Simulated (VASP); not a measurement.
**CdTe: single point with PBE**

Crystal: CdTe.

```
CELL_PARAMETERS angstrom
0.00000 3.23102 3.23102
3.23102 0.00000 3.23102
3.23102 3.23102 0.00000
ATOMIC_POSITIONS crystal
Cd 0.00000 0.00000 0.00000
Te 0.75000 0.75000 0.75000
```

```
Program             : VASP 6.6.1
Task                : single point
Functional          : PBE
Potentials or basis : VASP PAW PBE potentials, release 64 (Cd, Te)
Cutoff              : 520 eV
k mesh              : 10 × 10 × 10
Occupations         : gaussian, width 0.01 eV
Spin                : no spin polarisation
```

The pressure is 3.1 GPa and the band gap on the k mesh is 0.80 eV, direct.

Levels at points of the mesh, in eV from the valence-band top:
| k point | band 7 | band 8 | band 9 | band 10 | band 11 | band 12 |
| --- | --- | --- | --- | --- | --- | --- |
| (0.00, 0.00, 0.00) | 0.00 | 0.00 | 0.00 | 0.80 | 4.60 | 4.60 |
| (0.50, 0.00, 0.00) | -4.47 | -0.79 | -0.79 | 1.83 | 5.19 | 5.19 |
| (0.50, 0.50, 0.00) | -4.35 | -1.89 | -1.89 | 2.59 | 2.67 | 8.89 |

Wall time 25 s on 1 thread of Intel(R) Xeon(R) 6975P-C (Granite Rapids), on a shared host, peak memory 0.23 GiB.

Caveat: spin-orbit coupling is left out, which moves the levels of the heavy elements. A hybrid or GW would open this gap; PBE tends to underestimate it.
